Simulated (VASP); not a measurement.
Wanted: the native input for a VASP 6.6.1 run.

```
Task                   : single point
Functional             : PBE
Potentials or basis    : VASP PAW PBE potentials, release 64 (B, As)
Cutoff                 : 520 eV
k mesh                 : 6 × 6 × 2
Occupations            : gaussian, width 0.2 eV
Spin                   : no spin polarisation
Dipole correction      : no
Further INCAR settings : ALGO = Normal; EDIFF = 1e-07; NBANDS = 27
```

The structure of B3As5 lies in POSCAR:

```
B3As5
1.0
    3.4536334550      0.0000000000      0.0000000000
   -1.7268167275      2.9909343074      0.0000000000
    0.0000000000      0.0000000000     12.3794284113
B As
3 5
Direct
    1.0000000000      1.0000000000      0.4789992645
    0.3333333333      0.6666666667      0.0315428499
    0.6666666667      0.3333333333      0.2553862972
    0.6666666667      0.3333333333      0.4243927776
    1.0000000000      1.0000000000      0.9751658061
    0.3333333333      0.6666666667      0.2003766231
    1.0000000000      1.0000000000      0.6485985691
    0.3333333333      0.6666666667      0.7670378125
```

One way to write it, as run:

INCAR

```
PREC     = Accurate       # precision mode
ENCUT    = 520            # plane-wave cutoff, eV
EDIFF    = 1E-7           # SCF threshold, eV
ISMEAR   = 0              # smearing method
SIGMA    = 0.2            # smearing width, eV
LREAL    = False          # projectors in reciprocal space
LASPH    = True           # aspherical terms in the spheres
NELM     = 100            # most SCF steps
ALGO     = Normal         # electronic algorithm
ISIF     = 2              # what is computed and relaxed
LWAVE    = False          # write WAVECAR
LCHARG   = False          # write CHGCAR
GGA      = PE             # functional
NBANDS   = 27             # bands
```

KPOINTS

```
Automatic mesh
0
Gamma
  6 6 2
```

Potentials or basis: VASP PAW PBE potentials, release 64 (B, As).

The run is started by

```bash
$ cat potpaw_PBE.64/B/POTCAR potpaw_PBE.64/As/POTCAR > POTCAR
$ mpirun -np 1 vasp_std > vasp.out
```

It gave:

```json
{"Pressure": "0.6 GPa", "Largest force": "0.030 eV/Å", "Band gap on the k mesh": "zero (bands 17 and 18 overlap by 0.86 eV)"}
```

Wall time 2 min on 1 thread of Intel Xeon 8259CL (shared host), peak memory 0.26 GiB.
